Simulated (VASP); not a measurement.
Input of a VASP 6.6.1 run:

File INCAR:

```
PREC = Accurate
ENCUT = 520
EDIFF = 1E-6
ISMEAR = 0
SIGMA = 0.1
LREAL = False
LASPH = True
NELM = 100
ALGO = Normal
ISIF = 2
LWAVE = False
LCHARG = False
GGA = PE
NBANDS = 18
```

File KPOINTS:

```
regular mesh
0
Gamma
  12 12 10
```

POSCAR

```
InP2
1.0
    3.9923715117      0.0000000000      0.0000000000
   -1.9961857559      3.4574951505      0.0000000000
    0.0000000000      0.0000000000      5.0736517153
In P
1 2
Direct
    0.0000000000      0.0000000000      0.0000000000
    0.6666666667      0.3333333333      0.7056411928
    0.6666666667      0.3333333333      0.2943588072
```

Potentials or basis: VASP PAW PBE potentials, release 64 (In_d, P).

The run is started by

```bash
$ cat potpaw_PBE.64/In_d/POTCAR potpaw_PBE.64/P/POTCAR > POTCAR
$ mpirun -np 1 vasp_std > vasp.out
```

Task: Estimate the pressure.

Result: -0.1 GPa.

Task: Estimate the band gap on the k mesh.

Result: Zero (an odd number of electrons rules out a gap without spin polarisation).

Forces on the atoms (eV/Å):
```
In   0.000  0.000  0.000
P    0.000  0.000 -0.056
P    0.000  0.000  0.056
```

Caveat: spin-orbit coupling is left out, which moves the levels of the heavy elements.
